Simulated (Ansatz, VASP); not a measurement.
## Two plane-wave programs on Pd

POSCAR

```
Pd
1.0
    0.0000000000      1.9465000000      1.9465000000
    1.9465000000      0.0000000000      1.9465000000
    1.9465000000      1.9465000000      0.0000000000
Pd
1
Direct
    0.0000000000      0.0000000000      0.0000000000
```

File INCAR.step1:

```
PREC = Accurate
ENCUT = 600
ISMEAR = 0
SIGMA = 0.1
LREAL = F
LASPH = T
NELM = 60
GGA = PE
ALGO = Normal
EDIFF = 1E-4
LWAVE = T
LCHARG = F
```

Contents of INCAR.step2:

```
PREC = Accurate
ENCUT = 600
EDIFF = 1E-6
ISMEAR = 0
SIGMA = 0.1
LREAL = F
LASPH = T
NELM = 60
ALGO = Normal
ISIF = 3
LWAVE = F
LCHARG = F
METAGGA = R2SCAN
LMIXTAU = T
IBRION = 2
NSW = 100
EDIFFG = -0.005
ISTART = 1
```

File KPOINTS:

```
regular mesh
0
Gamma
  18 18 18
```

Input for Ansatz:

```yaml
crystal:
  lattice:
    - [0.0, 1.9465, 1.9465]
    - [1.9465, 0.0, 1.9465]
    - [1.9465, 1.9465, 0.0]
  atoms:
    - { symbol: Pd, position: [0.0, 0.0, 0.0] }
basis:
  ecutwfc: 500
kpoints:
  mp_grid: { grid: [18, 18, 18] }
hamiltonian:
  xc: r2scan
scf:
  occupations: { method: gaussian, width: 0.1 }
output:
  forces: true
  stress: true
  eigenvalues: true
  write_density: true
  write_potential: true
  elf: true
  volumetric_format: npy
relax:
  adjacent_minimum: "off"
  f_tol: 0.005
  max_steps: 80
  cell: { stress_tol: 0.05 }
```

Alike in both runs: task relaxation of cell and atoms; functional r2SCAN; k mesh 18 × 18 × 18; occupations gaussian, width 0.1 eV; no spin polarisation.

```csv
,VASP,Ansatz
version,VASP 6.6.1,Ansatz 0.2.0
potentials or method,"VASP PAW PBE potentials, release 64 (Pd), cutoff 600 eV","scalar-relativistic, plane waves, PAW"
valence electrons in the cell,10,18
```

Ansatz gave:

- gap on the k mesh at the Fermi level, each at its own relaxed structure (eV): none
- relaxed volume (Å³/atom): 14.91
- relaxed cell length with the largest relative difference (Å): 2.763

Problem. Which values does VASP return?

Solution. gap on the k mesh at the Fermi level, each at its own relaxed structure (eV): none; relaxed volume (Å³/atom): 14.97; relaxed cell length with the largest relative difference (Å): 2.766.

VASP's potentials were made for PBE, not for r2SCAN. A gap of «none» marks a metal or a gap that the smearing closes. VASP's potentials hold 10 valence electrons a cell and Ansatz's 18, so a difference there can come from the potentials and not from the codes.
